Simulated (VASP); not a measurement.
TiOs, 2 atoms in the cell. It takes space group Pm-3m (No. 221, cubic). The conventional cell has a = 3.080 Å, b = 3.080 Å, c = 3.080 Å, α = 90.00°, β = 90.00°, γ = 90.00°. Ti (site symmetry m-3m) has 8 Os at 2.67 Å and 6 Ti at 3.08 Å within 3.5 Å. Within 3.5 Å of Os (site symmetry m-3m) lie 8 Ti at 2.67 Å and 6 Os at 3.08 Å. 

| Quantity | Value |
| --- | --- |
| Program | VASP 6.6.1 |
| Task | single point |
| Functional | LDA |
| Potentials or basis | VASP PAW LDA potentials, release 64 (Ti_sv, Os) |
| Cutoff | 600 eV |
| k mesh | 7 × 7 × 7 |
| Occupations | fermi-dirac, width 0.05 eV |
| Spin | no spin polarisation |
| Dipole correction | no |
| Further INCAR settings | ALGO = Normal; EDIFF = 1e-06; NBANDS = 17 |

Potentials or basis: VASP PAW LDA potentials, release 64 (Ti_sv, Os).

Command:

```console
$ cat potpaw_LDA.64/Ti_sv/POTCAR potpaw_LDA.64/Os/POTCAR > POTCAR
$ mpirun -np 1 vasp_std > vasp.out
```

Hardware: 1 thread of Intel Xeon 8259CL, on a shared host.

Task: Estimate the wall time of this run.

Result: Run time: 20 s on 1 thread of Intel Xeon 8259CL (shared host), peak memory 0.15 GiB. Counts: scf iterations 13, k points 20.
